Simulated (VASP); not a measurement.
# Pt (P6_3/mmc) in VASP: notebook

The runs below take Pt through single point, with PBEsol.

All numbers are computed with VASP 6.6.1; they aren't measurements. Logs are shortened: lines on timing, memory, paths and dates and some standing lists are left out, and cuts for length are marked.

### 1 The cell of the first run

It takes space group P6_3/mmc (No. 194, hexagonal). Conventional cell: a = 2.723 Å, b = 2.723 Å, c = 4.709 Å, α = 90.00°, β = 90.00°, γ = 120.00°. Within 3.6 Å of Pt (site symmetry -6m2) lie 12 Pt at 2.72 to 2.83 Å.

### 2 Single point, PBEsol

INCAR

```
PREC     = Accurate       # precision mode
ENCUT    = 500            # plane-wave cutoff, eV
EDIFF    = 1E-6           # SCF threshold, eV
ISMEAR   = 1              # smearing method
SIGMA    = 0.1            # smearing width, eV
LREAL    = False          # projectors in reciprocal space
LASPH    = True           # aspherical terms in the spheres
NELM     = 120            # most SCF steps
ALGO     = Normal         # electronic algorithm
ISIF     = 2              # what is computed and relaxed
LWAVE    = False          # write WAVECAR
LCHARG   = False          # write CHGCAR
GGA      = PS             # functional
NBANDS   = 17             # bands
GGA_COMPAT= False
```

KPOINTS

```
Automatic mesh
0
Gamma
  9 9 5
```

POSCAR

```
Pt
1.0
    2.7226076282      0.0000000000      0.0000000000
   -1.3613038141      2.3578473705      0.0000000000
    0.0000000000      0.0000000000      4.7085743980
Pt
2
Direct
    0.6666666667      0.3333333333      0.7500000000
    0.3333333333      0.6666666667      0.2500000000
```

Potentials or basis: VASP PAW PBE potentials, release 64 (Pt).

Run with:

```
$ cat potpaw_PBE.64/Pt/POTCAR > POTCAR
$ mpirun -np 1 vasp_std > vasp.out
```

OUTCAR:

```text
PREC = Accurate
   ENCUT = 500
   EDIFF = 1E-6
   ISMEAR = 1
   LREAL = False
   LASPH = True
   NELM = 120
   ISIF = 2
   GGA = PS

 ion  position               nearest neighbor table
   1  0.667  0.333  0.750-   2 2.83   2 2.83   2 2.83   2 2.83   2 2.83   2 2.83
   2  0.333  0.667  0.250-   1 2.83   1 2.83   1 2.83   1 2.83   1 2.83   1 2.83

  LATTYP: Found a hexagonal cell.
 ALAT       =     2.7226076282
 C/A-ratio  =     1.7294355416

  Lattice vectors:

 A1 = (   2.7226076282,   0.0000000000,   0.0000000000)
 A2 = (  -1.3613038141,   2.3578473705,   0.0000000000)
 A3 = (   0.0000000000,   0.0000000000,   4.7085743980)

Analysis of symmetry for initial positions (statically):
=====================================================================
 Subroutine PRICEL returns:
 Original cell was already a primitive cell.

 Routine SETGRP: Setting up the symmetry group for a
 hexagonal supercell.

 Subroutine GETGRP returns: Found 24 space group operations
 (whereof 12 operations were pure point group operations)
 out of a pool of 24 trial point group operations.

The static configuration has the point symmetry D_3d.
 The point group associated with its full space group is D_6h.

Analysis of symmetry for dynamics (positions and initial velocities):
=====================================================================
 Subroutine PRICEL returns:
 Original cell was already a primitive cell.

 Routine SETGRP: Setting up the symmetry group for a
 hexagonal supercell.

 Subroutine GETGRP returns: Found 24 space group operations
 (whereof 12 operations were pure point group operations)
 out of a pool of 24 trial point group operations.

The dynamic configuration has the point symmetry D_3d.
 The point group associated with its full space group is D_6h.

 Subroutine INISYM returns: Found 24 space group operations
 (whereof 12 operations are pure point group operations),
 and found     1 'primitive' translations

----------------------------------------------------------------------------------------

                                     Primitive cell

  volume of cell :      30.2267

  direct lattice vectors                    reciprocal lattice vectors
     2.722607628  0.000000000  0.000000000     0.367294938  0.212057831  0.000000000
    -1.361303814  2.357847371  0.000000000     0.000000000  0.424115663  0.000000000
     0.000000000  0.000000000  4.708574398     0.000000000  0.000000000  0.212378507

  length of vectors
     2.722607628  2.722607628  4.708574398     0.424115663  0.424115663  0.212378507

  position of ions in fractional coordinates (direct lattice)
     0.666666667  0.333333333  0.750000000
     0.333333333  0.666666667  0.250000000

  ion indices of the primitive-cell ions
   primitive index   ion index
                 1           1
                 2           2

----------------------------------------------------------------------------------------

 KPOINTS: Automatic mesh

Automatic generation of k-mesh.
 Grid dimensions read from file:
 generate k-points for:    9    9    5

 Generating k-lattice:

  Cartesian coordinates                     Fractional coordinates (reciprocal lattice)
     0.040810549  0.023561981  0.000000000     0.111111111  0.000000000  0.000000000
     0.000000000  0.047123963  0.000000000     0.000000000  0.111111111  0.000000000
     0.000000000  0.000000000  0.042475701     0.000000000  0.000000000  0.200000000

  Length of vectors
     0.047123963  0.047123963  0.042475701

  Shift w.r.t. Gamma in fractional coordinates (k-lattice)
     0.000000000  0.000000000  0.000000000

 Subroutine IBZKPT returns following result:
 ===========================================

 Found     36 irreducible k-points:

 Following reciprocal coordinates:
            Coordinates               Weight
  0.000000  0.000000  0.000000      1.000000
  0.111111 -0.000000  0.000000      6.000000
  0.222222 -0.000000  0.000000      6.000000
  0.333333  0.000000  0.000000      6.000000
  0.444444 -0.000000  0.000000      6.000000
  0.111111  0.111111  0.000000      6.000000
[... 16 lines left out ...]
  0.333333  0.222222  0.200000     24.000000
  0.333333  0.333333  0.200000      4.000000
 [... further k-points ...]
   k-points           NKPTS =     36   k-points in BZ     NKDIM =     36   number of bands    NBANDS=     17
   number of dos      NEDOS =    301   number of ions     NIONS =      2
   total plane-waves  NPLWV =  14400
   dimension x,y,z NGX =    20 NGY =   20 NGZ =   36
   dimension x,y,z NGXF=    40 NGYF=   40 NGZF=   72
   ions per type =               2
   NGX,Y,Z   is equivalent  to a cutoff of  12.21, 12.21, 12.71 a.u.
   NGXF,Y,Z  is equivalent  to a cutoff of  24.42, 24.42, 25.42 a.u.
 SYSTEM =  unknown system
   PREC   = accura    normal or accurate (medium, high low for compatibility)
   ISTART =      0    job   : 0-new  1-cont  2-samecut
   ICHARG =      2    charge: 1-file 2-atom 10-const
   ISPIN  =      1    spin polarized calculation?
   LNONCOLLINEAR =      F non collinear calculations
   LSORBIT =      F    spin-orbit coupling
   LASPH  =      T    aspherical Exc in radial PAW
   ENCUT  =  500.0 eV  36.75 Ry    6.06 a.u.   4.96  4.96  8.58*2*pi/ulx,y,z
   NELM   =    120;   NELMIN=  2; NELMDL= -5     # of ELM steps
   EDIFF  = 0.1E-05   stopping-criterion for ELM
   LREAL  =      F    real-space projection
   EDIFFG = 0.1E-04   stopping-criterion for IOM
   NSW    =      0    number of steps for IOM
   IBRION =     -1    ionic relax: 0-MD 1-quasi-New 2-CG
   NFREE  =      0    steps in history (QN), initial steepest desc. (CG)
   ISIF   =      2    stress and relaxation
   ISYM   =      2    0-nonsym 1-usesym 2-fastsym
   POTIM  = 0.5000    time-step for ionic-motion
   TEBEG  =    0.0;   TEEND  =   0.0 temperature during run
   PSTRESS=    0.0 pullay stress
   NELECT =      20.0000    total number of electrons
   NUPDOWN=      -1.0000    fix difference up-down
   EMIN   =  10.00;   EMAX   =-10.00  energy-range for DOS
   EFERMI =   0.00;   METHOD = LEGACY
   ISMEAR =     1;   SIGMA  =   0.10  broadening in eV -4-tet -1-fermi 0-gaus
   EFERMI_NEDOS =   21; number of points for ismear=-14 and -15
   IALGO  =     38    algorithm
   IMIX   =      4    mixing-type and parameters
     AMIX     =   0.40;   BMIX     =  1.00
     AMIX_MAG =   1.60;   BMIX_MAG =  1.00
  volume/ion in A,a.u.               =      15.11       101.99
  Fermi-wavevector in a.u.,A,eV,Ry     =   1.426554  2.695795 27.688608  2.035055
  Thomas-Fermi vector in A             =   2.546818
   LORBIT       =      0    0 simple, 1 ext, 2 COOP (PROOUT), +10 PAW based schemes
   GGA     = PS    functional components
   LHFCALC =     F    Hartree Fock is set to
   AEXX    =    0.0000 exact exchange contribution
   IVDW    =     0    specifies the selected vdW correction
   LEPSILON=     F    determine dielectric tensor
   LRPA    =     F    only Hartree local field effects (RPA)
 non-spin polarized calculation
 Methfessel and Paxton  Order N= 1 SIGMA  =   0.10
  energy-cutoff  :      500.00
  volume of cell :       30.23
 maximum number of plane-waves:       783
 NGX is ok and might be reduce to    20
   NGX =  9   NGY =  9   NGZ = 17

 number of electron      20.0000001 magnetization

 Free energy of the ion-electron system (eV)
  ---------------------------------------------------
  ext. energy  EPLUGINS =         0.00000000
  ---------------------------------------------------
  free energy    TOTEN  =       -13.84349144 eV

  energy without entropy =      -13.84408926  energy(sigma->0) =      -13.84369071

 E-fermi :  11.0689     XC(G=0): -13.6108

 val. band max:       11.0595770309   @ k =   0.4444  -0.0000   0.0000
 cond. band min:      11.0979433528   @ k =   0.3333   0.1111   0.2000
 fundamental gap:      0.0383663218
 Fermi energy:        11.0689007738

 k-point     1 :       0.0000    0.0000    0.0000
  band No.  band energies     occupation
      1       0.7797      2.00000
      2       3.5023      2.00000
      3       6.8025      2.00000
      4       7.3579      2.00000
      5       7.3579      2.00000
      6       7.7600      2.00000
[... 9 lines left out ...]
     16      28.3146      0.00000
     17      32.4698      0.00000

 k-point     2 :       0.1111   -0.0000    0.0000
  band No.  band energies     occupation
      1       1.2384      2.00000
      2       3.9174      2.00000
      3       6.7058      2.00000
      4       7.3655      2.00000
      5       7.5839      2.00000
      6       7.7189      2.00000
[... 9 lines left out ...]
     16      28.7812      0.00000
     17      30.6505      0.00000

 k-point     3 :       0.2222   -0.0000    0.0000
  band No.  band energies     occupation
      1       2.4498      2.00000
      2       4.7059      2.00000
      3       6.5060      2.00000
      4       6.6849      2.00000
      5       6.9888      2.00000
      6       8.2341      2.00000
[... 9 lines left out ...]
     16      27.8660      0.00000
     17      29.5342      0.00000

 k-point     4 :       0.3333    0.0000    0.0000
  band No.  band energies     occupation
      1       3.7266      2.00000
      2       4.6016      2.00000
      3       5.5684      2.00000
      4       6.8738      2.00000
      5       7.4521      2.00000
      6       7.7963      2.00000
[... 9 lines left out ...]
     16      25.8344      0.00000
     17      26.8563      0.00000
[... 343 lines left out ...]
      1       4.8054      2.00000
      2       5.2696      2.00000
      3       5.7980      2.00000
      4       6.1072      2.00000
      5       7.2053      2.00000
      6       7.3496      2.00000
[... 9 lines left out ...]
     16      25.5946      0.00000
     17      26.0003      0.00000

 k-point    23 :       0.3333    0.2222    0.2000
  band No.  band energies     occupation
      1       4.9232      2.00000
      2       5.5191      2.00000
      3       5.7728      2.00000
      4       6.2500      2.00000
      5       6.9753      2.00000
      6       7.6925      2.00000
[... 9 lines left out ...]
     16      24.1921      0.00000
     17      25.3168      0.00000

 k-point    24 :       0.3333    0.3333    0.2000
  band No.  band energies     occupation
      1       5.4294      2.00000
      2       5.7908      2.00000
      3       5.7908      2.00000
      4       6.4396      2.00000
      5       7.0957      2.00000
      6       7.0957      2.00000
[... 9 lines left out ...]
     16      22.3371      0.00000
     17      26.4515      0.00000

 [... further k-points ...]
[... 5 lines left out ...]
  --------------------------------------------------------------------------------------
  -------------------------------------------------------------------------------------
  Total       -0.0666926     -0.0666926     -0.0798118      0.0000000     -0.0000000      0.0000000
  in kB       -3.5350728     -3.5350728     -4.2304588      0.0000000     -0.0000000      0.0000000
  external PRESSURE =      -3.7668681 kB  Pullay stress =       0.0000000 kB

 VOLUME and BASIS-vectors are now :
 -----------------------------------------------------------------------------
  energy-cutoff  :      500.00
  volume of cell :       30.23
      direct lattice vectors                 reciprocal lattice vectors
     2.722607628  0.000000000  0.000000000     0.367294938  0.212057831  0.000000000
    -1.361303814  2.357847371  0.000000000     0.000000000  0.424115663  0.000000000
     0.000000000  0.000000000  4.708574398     0.000000000  0.000000000  0.212378507

 POSITION                                       TOTAL-FORCE (eV/Angst)
 -----------------------------------------------------------------------------------
      1.36130      0.78595      3.53143        -0.000000      0.000000      0.000000
     -0.00000      1.57190      1.17714         0.000000     -0.000000      0.000000
 -----------------------------------------------------------------------------------
    total drift:                               -0.000000      0.000000     -0.000000

  FREE ENERGIE OF THE ION-ELECTRON SYSTEM (eV)
  ---------------------------------------------------
  free  energy   TOTEN  =       -13.8434914366 eV

  energy  without entropy=      -13.8440892631  energy(sigma->0) =      -13.84369071
```

Run time: 9.4 s. Hardware: 1 thread of Intel Xeon Platinum 8559C (Emerald Rapids), shared host; peak memory 0.14 GiB.

What came out:

* Free energy: -13.8435 eV
* Pressure: -0.4 GPa
* Band gap on the k mesh: zero (band 10 reaches 11.42 eV, above the bottom of band 11 at 10.31 eV)

Caveat: the PAW data sets were made with another functional, which shifts forces and pressure a little; spin-orbit coupling is left out, which moves the levels of the heavy elements.

### 3 Single point, PBEsol

This run uses another cell than the first one, of 15.26 Å³/atom, 1.010 times its volume.

INCAR

```
PREC = Accurate
ENCUT = 500
EDIFF = 1E-6
ISMEAR = 1
SIGMA = 0.1
LREAL = F
LASPH = T
NELM = 120
ALGO = Normal
ISIF = 2
LWAVE = F
LCHARG = F
GGA = PS
NBANDS = 17
GGA_COMPAT = F
```

KPOINTS is that of step 2.

POSCAR

```
Pt
1.0
    2.7316529027      0.0000000000      0.0000000000
   -1.3658264513      2.3656808080      0.0000000000
    0.0000000000      0.0000000000      4.7242176172
Pt
2
Direct
    0.6666666667      0.3333333333      0.7500000000
    0.3333333333      0.6666666667      0.2500000000
```

Potentials or basis: VASP PAW PBE potentials, release 64 (Pt).

Run with:

```
$ cat potpaw_PBE.64/Pt/POTCAR > POTCAR
$ mpirun -np 1 vasp_std > vasp.out
```

Wall time 9.6 s (1 thread of Intel Xeon Platinum 8559C (Emerald Rapids), shared host); peak memory 0.14 GiB.

It converged, with:

```yaml
Free_energy: -13.8404 eV
Pressure: -3.1 GPa
Band_gap_on_the_k_mesh: zero (band 10 reaches 11.22 eV, above the bottom of band 11 at 10.13 eV)
```

Stress tensor (GPa, compression positive):
```
-3.24  0.00  0.00
 0.00 -3.24  0.00
 0.00  0.00 -2.87
```

Levels at points of the mesh, in eV from the Fermi level:
```tsv
k point	band 7	band 8	band 9	band 10	band 11	band 12	band 13	band 14
(0.00, 0.00, 0.00)	-3.26	-1.96	-1.96	-0.96	-0.27	-0.27	4.87	14.99
```

Caveat: the PAW data sets were made with another functional, which shifts forces and pressure a little; spin-orbit coupling is left out, which moves the levels of the heavy elements.
